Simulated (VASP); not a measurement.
Input of a VASP 6.6.1 run:

The input INCAR:

```
PREC     = Accurate       # precision mode
ENCUT    = 600            # plane-wave cutoff, eV
EDIFF    = 1E-6           # SCF threshold, eV
ISMEAR   = -1             # smearing method
SIGMA    = 0.05           # smearing width, eV
LREAL    = False          # projectors in reciprocal space
LASPH    = True           # aspherical terms in the spheres
NELM     = 60             # most SCF steps
ALGO     = Normal         # electronic algorithm
ISIF     = 3              # what is computed and relaxed
LWAVE    = False          # write WAVECAR
LCHARG   = False          # write CHGCAR
GGA      = PS             # functional
IBRION   = 2              # ionic algorithm
NSW      = 80             # ionic steps
EDIFFG   = -0.01          # ionic threshold
PSTRESS  = 200.0
```

Contents of KPOINTS:

```
regular mesh
0
Gamma
  21 21 21
```

The input POSCAR:

```
Cu
1.0
    1.4350000000      1.4350000000      1.4350000000
   -1.4350000000      1.4350000000      1.4350000000
   -1.4350000000     -1.4350000000      1.4350000000
Cu
1
Direct
    0.0000000000      0.0000000000      0.0000000000
```

Potentials or basis: VASP PAW PBE potentials, release 64 (Cu).

Command:

```console
$ cat potpaw_PBE.64/Cu/POTCAR > POTCAR
$ mpirun -np 1 vasp_std > vasp.out
```

(1) Estimate the relaxed cell.

(2) Predict the space group after relaxing (to 0.05 Å).

(3) What does it give for the relaxed volume?

Results:

(1) a = 2.379 Å, b = 2.379 Å, c = 2.379 Å, α = 70.53°, β = 109.47°, γ = 70.53°.

(2) Im-3m (No. 229).

(3) 10.36 Å³/atom.

Caveat: the cell is relaxed towards a set pressure, so the enthalpy falls and the energy may rise; the PAW data sets were made with another functional, which shifts forces and pressure a little.
